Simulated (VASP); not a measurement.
Input of a VASP 6.6.1 run:

INCAR

```
SYSTEM = Fe
  PREC = Accurate
  ENCUT = 600
  EDIFF = 1E-6
  ISMEAR = -1
  SIGMA = 0.03
  LREAL = .FALSE.
  LASPH = .TRUE.
  NELM = 120
  ALGO = Normal
  ISIF = 2
  LWAVE = .FALSE.
  LCHARG = .FALSE.
  GGA = PE
  NBANDS = 10
  GGA_COMPAT = .FALSE.
```

Contents of KPOINTS:

```
regular mesh
0
G
  16 16 16
  0 0 0
```

The input POSCAR:

```
Fe
1.0
   -1.3807996972      1.3807996972      1.3807996972
    1.3807996972     -1.3807996972      1.3807996972
    1.3807996972      1.3807996972     -1.3807996972
Fe
1
Direct
    0.0000000000      0.0000000000      0.0000000000
```

Potentials or basis: VASP PAW PBE potentials, release 64 (Fe).

The run is started by

```console
$ cat potpaw_PBE.64/Fe/POTCAR > POTCAR
$ mpirun -np 1 vasp_std > vasp.out
```

(1) What does it give for the band gap on the k mesh?

(2) What does it give for the pressure?

Results:

(1) zero (band 4 reaches 7.72 eV, above the bottom of band 5 at 5.69 eV).

(2) -1.6 GPa.

Caveat: the run has no spin polarisation, though such a crystal can be magnetic.
